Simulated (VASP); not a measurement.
Set up this calculation in VASP 6.6.1, as the native input.

- Task: single point
- Functional: PBEsol
- Potentials or basis: VASP PAW PBE potentials, release 64 (Os)
- Cutoff: 600 eV
- k mesh: 19 × 19 × 19
- Occupations: fermi-dirac, width 0.1 eV
- Spin: no spin polarisation
- Dipole correction: no
- Further INCAR settings: ALGO = Normal; EDIFF = 1e-06; NBANDS = 10

The structure of Os lies in POSCAR:

```
Os
1.0
    0.0000000000      1.8419362034      1.8419362034
    1.8419362034      0.0000000000      1.8419362034
    1.8419362034      1.8419362034      0.0000000000
Os
1
Direct
    0.0000000000      0.0000000000      0.0000000000
```

This isn't the form of Os at room conditions, which is hcp.

The input as run:

INCAR

```
SYSTEM = Os
PREC = Accurate ; ENCUT = 600
EDIFF = 1E-6 ; ISMEAR = -1
SIGMA = 0.1 ; LREAL = .FALSE.
LASPH = .TRUE. ; NELM = 120
ALGO = Normal ; ISIF = 2
LWAVE = .FALSE. ; LCHARG = .TRUE.
GGA = PS ; LELF = .TRUE.
LVHAR = .TRUE. ; NBANDS = 10
GGA_COMPAT = .FALSE.
```

KPOINTS

```
regular mesh
0
G
  19 19 19
  0 0 0
```

Potentials or basis: VASP PAW PBE potentials, release 64 (Os).

Run with:

```bash
$ cat potpaw_PBE.64/Os/POTCAR > POTCAR
$ mpirun -np 1 vasp_std > vasp.out
```

Results of the run:

```json
{
  "Pressure": "63.0 GPa",
  "Band gap on the k mesh": "zero (bands 4 and 5 overlap by 4.61 eV)"
}
```

Caveat: the cell stands under pressure; the PAW data sets were made with another functional, which shifts forces and pressure a little; spin-orbit coupling is left out, which moves the levels of the heavy elements.

Wall time 26 s on 1 thread of AMD EPYC 7R13 Processor (Zen 3), on a shared host, peak memory 0.14 GiB.
